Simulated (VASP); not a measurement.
# TiO2 (P4_2/mnm) in VASP: single point with r2SCAN

Aim: the single point of TiO2 with r2SCAN.

Everything below comes from runs of VASP 6.6.1. Logs are shortened: lines on timing, memory, paths and dates and some standing lists are left out, and cuts for length are marked.

## (1) The cell of the first run

It takes space group P4_2/mnm (No. 136, tetragonal). Conventional cell: a = 4.711 Å, b = 4.711 Å, c = 2.981 Å, α = 90.00°, β = 90.00°, γ = 90.00°. Ti (site symmetry mmm) has 6 O at 1.97 to 2.05 Å within 2.6 Å. O (site symmetry m2m) has 3 Ti at 1.97 to 2.05 Å and 1 O at 2.57 Å within 2.6 Å.

## (2) Single point, r2SCAN (11.03 Å³/atom)

Input file POSCAR:

```
TiO2
1.0
    4.7110912573      0.0000000000      0.0000000000
    0.0000000000      4.7110912573      0.0000000000
    0.0000000000      0.0000000000      2.9808818274
Ti O
2 4
Direct
    0.0000000000      0.0000000000      0.0000000000
    0.5000000000      0.5000000000      0.5000000000
    0.3074040108      0.3074040108      0.0000000000
    0.1925959892      0.8074040108      0.5000000000
    0.6925959892      0.6925959892      0.0000000000
    0.8074040108      0.1925959892      0.5000000000
```

Input file INCAR.step1:

```
PREC = Accurate
ENCUT = 660
ISMEAR = 0
SIGMA = 0.02
LREAL = F
LASPH = T
NELM = 120
NBANDS = 33
GGA = PE
ALGO = Normal
EDIFF = 1E-5
LWAVE = T
LCHARG = F
GGA_COMPAT = F
```

Input file INCAR.step2:

```
PREC = Accurate
ENCUT = 660
EDIFF = 1E-6
ISMEAR = 0
SIGMA = 0.02
LREAL = F
LASPH = T
NELM = 120
ALGO = Normal
ISIF = 2
LWAVE = F
LCHARG = F
METAGGA = R2SCAN
LMIXTAU = T
NBANDS = 33
ISTART = 1
GGA_COMPAT = F
```

Input file KPOINTS:

```
regular mesh
0
Gamma
  6 6 10
```

Potentials or basis: VASP PAW PBE potentials, release 64 (Ti_sv, O).

On the command line:

```
> cat potpaw_PBE.64/Ti_sv/POTCAR potpaw_PBE.64/O/POTCAR > POTCAR
> cp INCAR.step1 INCAR
> mpirun -np 1 vasp_std > vasp.out
> cp INCAR.step2 INCAR
> mpirun -np 1 vasp_std > vasp.out
```

OUTCAR:

```text
PREC = Accurate
   ENCUT = 660
   EDIFF = 1E-6
   ISMEAR = 0
   LREAL = F
   LASPH = T
   NELM = 120
   ISIF = 2
   METAGGA = R2SCAN
   ISTART = 1

 ion  position               nearest neighbor table
   1  0.000  0.000  0.000-   4 1.97   6 1.97   4 1.97   6 1.97   5 2.05   3 2.05
   2  0.500  0.500  0.500-   3 1.97   5 1.97   3 1.97   5 1.97   4 2.05   6 2.05
   3  0.307  0.307  0.000-   2 1.97   2 1.97   1 2.05
   4  0.193  0.807  0.500-   1 1.97   1 1.97   2 2.05
   5  0.693  0.693  0.000-   2 1.97   2 1.97   1 2.05
   6  0.807  0.193  0.500-   1 1.97   1 1.97   2 2.05

  LATTYP: Found a simple tetragonal cell.
 ALAT       =     4.7110912573
 C/A-ratio  =     0.6327370167

  Lattice vectors:

 A1 = (   4.7110912573,   0.0000000000,   0.0000000000)
 A2 = (   0.0000000000,   4.7110912573,   0.0000000000)
 A3 = (   0.0000000000,   0.0000000000,   2.9808818274)

Analysis of symmetry for initial positions (statically):
=====================================================================
 Subroutine PRICEL returns:
 Original cell was already a primitive cell.

 Routine SETGRP: Setting up the symmetry group for a
 simple tetragonal supercell.

 Subroutine GETGRP returns: Found 16 space group operations
 (whereof  8 operations were pure point group operations)
 out of a pool of 16 trial point group operations.

The static configuration has the point symmetry D_2h.
 The point group associated with its full space group is D_4h.

Analysis of symmetry for dynamics (positions and initial velocities):
=====================================================================
 Subroutine PRICEL returns:
 Original cell was already a primitive cell.

 Routine SETGRP: Setting up the symmetry group for a
 simple tetragonal supercell.

 Subroutine GETGRP returns: Found 16 space group operations
 (whereof  8 operations were pure point group operations)
 out of a pool of 16 trial point group operations.

The dynamic configuration has the point symmetry D_2h.
 The point group associated with its full space group is D_4h.

 Subroutine INISYM returns: Found 16 space group operations
 (whereof  8 operations are pure point group operations),
 and found     1 'primitive' translations

----------------------------------------------------------------------------------------

                                     Primitive cell

  volume of cell :      66.1588

  direct lattice vectors                    reciprocal lattice vectors
     4.711091257  0.000000000  0.000000000     0.212265045  0.000000000  0.000000000
     0.000000000  4.711091257  0.000000000     0.000000000  0.212265045  0.000000000
[... 100 lines left out ...]
   ISYM   =      2    0-nonsym 1-usesym 2-fastsym
   POTIM  = 0.5000    time-step for ionic-motion
   TEBEG  =    0.0;   TEEND  =   0.0 temperature during run
   PSTRESS=    0.0 pullay stress
   NELECT =      48.0000    total number of electrons
   NUPDOWN=      -1.0000    fix difference up-down
   EMIN   =  10.00;   EMAX   =-10.00  energy-range for DOS
   EFERMI =   0.00;   METHOD = LEGACY
   ISMEAR =     0;   SIGMA  =   0.02  broadening in eV -4-tet -1-fermi 0-gaus
   EFERMI_NEDOS =   21; number of points for ismear=-14 and -15
   IALGO  =     38    algorithm
   IMIX   =      4    mixing-type and parameters
     AMIX     =   0.40;   BMIX     =  1.00
     AMIX_MAG =   1.60;   BMIX_MAG =  1.00
  volume/ion in A,a.u.               =      11.03        74.41
  Fermi-wavevector in a.u.,A,eV,Ry     =   1.471045  2.779872 29.442648  2.163974
  Thomas-Fermi vector in A             =   2.586228
   LORBIT       =      0    0 simple, 1 ext, 2 COOP (PROOUT), +10 PAW based schemes
   METAGGA = R2SCAN    functional components
   LHFCALC =     F    Hartree Fock is set to
   AEXX    =    0.0000 exact exchange contribution
   IVDW    =     0    specifies the selected vdW correction
   LEPSILON=     F    determine dielectric tensor
   LRPA    =     F    only Hartree local field effects (RPA)
 non-spin polarized calculation
 Gauss-broadening in eV      SIGMA  =   0.02
  energy-cutoff  :      660.00
  volume of cell :       66.16
 maximum number of plane-waves:      2576
 NGX is ok and might be reduce to    40
   NGX = 19   NGY = 19   NGZ = 13

 number of electron      47.9999981 magnetization

 Free energy of the ion-electron system (eV)
  ---------------------------------------------------
  ext. energy  EPLUGINS =         0.00000000
  ---------------------------------------------------
  free energy    TOTEN  =       -69.70037227 eV

  energy without entropy =      -69.70037227  energy(sigma->0) =      -69.70037227

 E-fermi :   3.9202     XC(G=0): -11.8110

 val. band max:        3.8417031865   @ k =   0.0000   0.0000   0.0000
 cond. band min:       6.0555518790   @ k =   0.0000   0.0000   0.0000
 fundamental gap:      2.2138486925
 Fermi energy:         3.9202105596

 k-point     1 :       0.0000    0.0000    0.0000
  band No.  band energies     occupation
      1     -55.3844      2.00000
      2     -55.3719      2.00000
      3     -30.5993      2.00000
      4     -30.5993      2.00000
      5     -30.4581      2.00000
      6     -30.4581      2.00000
[... 853 lines left out ...]
     32       9.1899      0.00000
     33      10.3530      0.00000

 [... further k-points ...]

------------------------ aborting loop because EDIFF is reached ----------------------------------------

  FORCE on cell =-STRESS in cart. coord.  units (eV):
  Direction    XX          YY          ZZ          XY          YZ          ZX
  --------------------------------------------------------------------------------------
  -------------------------------------------------------------------------------------
  Total       -4.4676382     -4.4676382     -4.1666509      0.0000000      0.0000000      0.0000000
  in kB     -108.1934036   -108.1934036   -100.9043547      0.0000000      0.0000000      0.0000000
  external PRESSURE =    -105.7637206 kB  Pullay stress =       0.0000000 kB

 VOLUME and BASIS-vectors are now :
 -----------------------------------------------------------------------------
  energy-cutoff  :      660.00
  volume of cell :       66.16
      direct lattice vectors                 reciprocal lattice vectors
     4.711091257  0.000000000  0.000000000     0.212265045  0.000000000  0.000000000
     0.000000000  4.711091257  0.000000000     0.000000000  0.212265045  0.000000000
     0.000000000  0.000000000  2.980881827     0.000000000  0.000000000  0.335471199

 POSITION                                       TOTAL-FORCE (eV/Angst)
 -----------------------------------------------------------------------------------
      0.00000      0.00000      0.00000         0.000000      0.000000      0.000000
      2.35555      2.35555      1.49044         0.000000      0.000000      0.000000
      1.44821      1.44821      0.00000        -0.036310     -0.036310      0.000000
      0.90734      3.80375      1.49044         0.036310     -0.036310      0.000000
      3.26288      3.26288      0.00000         0.036310      0.036310     -0.000000
      3.80375      0.90734      1.49044        -0.036310      0.036310     -0.000000
 -----------------------------------------------------------------------------------
    total drift:                               -0.000000     -0.000000     -0.000000

  FREE ENERGIE OF THE ION-ELECTRON SYSTEM (eV)
  ---------------------------------------------------
  free  energy   TOTEN  =       -69.7003722736 eV

  energy  without entropy=      -69.7003722736  energy(sigma->0) =      -69.70037227
```

OUTCAR.step1:

```text
PREC = Accurate
   ENCUT = 660
   ISMEAR = 0
   LREAL = F
[... 1104 lines left out ...]
      1.44821      1.44821      0.00000        -0.071438     -0.071438     -0.000000
      0.90734      3.80375      1.49044         0.071438     -0.071438     -0.000000
      3.26288      3.26288      0.00000         0.071438      0.071438      0.000000
      3.80375      0.90734      1.49044        -0.071438      0.071438      0.000000
 -----------------------------------------------------------------------------------
    total drift:                               -0.000000     -0.000000     -0.000000

  FREE ENERGIE OF THE ION-ELECTRON SYSTEM (eV)
  ---------------------------------------------------
  free  energy   TOTEN  =       -53.6545325019 eV

  energy  without entropy=      -53.6545325019  energy(sigma->0) =      -53.65453250
```

OSZICAR.step1:

```text
N       E                     dE             d eps       ncg     rms          rms(c)
DAV:   1     0.713754335435E+03    0.71375E+03   -0.27891E+04  3960   0.200E+03
DAV:   2     0.418172595160E+02   -0.67194E+03   -0.62402E+03  4267   0.557E+02
DAV:   3    -0.658250351759E+02   -0.10764E+03   -0.10425E+03  5399   0.203E+02
DAV:   4    -0.713091511753E+02   -0.54841E+01   -0.54696E+01  5849   0.450E+01
DAV:   5    -0.715277508142E+02   -0.21860E+00   -0.21854E+00  5281   0.718E+00    0.300E+01
DAV:   6    -0.543327097919E+02    0.17195E+02   -0.78804E+01  5170   0.867E+01    0.123E+01
DAV:   7    -0.541038882936E+02    0.22882E+00   -0.15438E+01  5043   0.358E+01    0.886E+00
DAV:   8    -0.539967428234E+02    0.10715E+00   -0.56184E-01  4912   0.505E+00    0.764E+00
DAV:   9    -0.540053100374E+02   -0.85672E-02   -0.24688E+00  5068   0.172E+01    0.540E+00
DAV:  10    -0.536611768554E+02    0.34413E+00   -0.13714E+00  4991   0.109E+01    0.788E-01
DAV:  11    -0.536554916119E+02    0.56852E-02   -0.54498E-02  4937   0.195E+00    0.397E-01
DAV:  12    -0.536559310441E+02   -0.43943E-03   -0.50834E-03  4782   0.671E-01    0.316E-01
DAV:  13    -0.536545215056E+02    0.14095E-02   -0.33661E-03  5285   0.517E-01    0.419E-02
DAV:  14    -0.536545671619E+02   -0.45656E-04   -0.22019E-04  4615   0.117E-01    0.539E-02
DAV:  15    -0.536545309325E+02    0.36229E-04   -0.80264E-05  4988   0.871E-02    0.891E-03
DAV:  16    -0.536545325019E+02   -0.15694E-05   -0.54834E-06  2482   0.215E-02
   1 F= -.53654533E+02 E0= -.53654533E+02  d E =-.143971E-33
```

It took 8.9 min on 1 thread of AMD EPYC 7R13 (Zen 3), shared host; peak memory 0.28 GiB.

What came out:

| Quantity | Value |
| --- | --- |
| Free energy | -69.7004 eV |
| Pressure | -10.6 GPa |
| Largest force | 0.051 eV/Å |
| Band gap on the k mesh | 2.21 eV |

Forces on the atoms (eV/Å):
```
Ti   0.000  0.000  0.000
Ti   0.000  0.000  0.000
O   -0.036 -0.036  0.000
O    0.036 -0.036  0.000
O    0.036  0.036  0.000
O   -0.036  0.036  0.000
```

Stress tensor (GPa, compression positive):
```
-10.82   0.00   0.00
  0.00 -10.82   0.00
  0.00   0.00 -10.09
```

Caveat: the cell stands under tension; the PAW data sets were made with another functional, which shifts forces and pressure a little.
